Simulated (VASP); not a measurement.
Runs of VASP 6.6.1 on MgS (rocksalt type). The structure is that of space group Fm-3m (No. 225), or close to it. The cells are those of the table. 

| task | level | potentials or basis | cell | cutoff (eV) | gap on the mesh (eV) | pressure (GPa) |
| --- | --- | --- | --- | --- | --- | --- |
| single point | revPBE | VASP PAW PBE potentials, release 64 (Mg, S) | a = 3.697 Å, angles 60.0°, 2 atoms | 520 | 2.86 | 1.4 |
| electric field gradients | r2SCAN | VASP PAW PBE potentials, release 64 (Mg, S) | a = 3.697 Å, angles 60.0°, 2 atoms | 520 | (c) | (b) |
| relaxation of cell and atoms | PBE | VASP PAW PBE potentials, release 64 (Mg, S) | relaxed from a = 3.457 Å, angles 60.0°, 2 atoms | 600 | 2.75 | 0.0 |
| single point | LDA | VASP PAW LDA potentials, release 64 (Mg, S) | a = 3.697 Å, angles 60.0°, 2 atoms | 520 | 2.53 | -4.8 |
| electric field gradients | PBEsol | VASP PAW PBE potentials, release 64 (Mg, S) | a = 3.746 Å, angles 60.0°, 2 atoms | 520 | 2.59 | (a) |
| electric field gradients | PBEsol | VASP PAW PBE potentials, release 64 (Mg, S) | a = 3.697 Å, angles 60.0°, 2 atoms | 520 | 2.67 | -2.2 |
| single point | PBE | VASP PAW PBE potentials, release 64 (Mg, S) | a = 3.697 Å, angles 60.0°, 2 atoms | 520 | (d) | -0.3 |

Alike in all rows: no spin polarisation; k mesh 14 × 14 × 14; smearing fermi-dirac 0.03 eV.

Fill in the values left out.

(a) -4.7; (b) -1.6; (c) 3.40; (d) 2.74.

Caveats: the PAW data sets were made with another functional, which shifts forces and pressure a little (some runs).

A k mesh can miss the band edges.
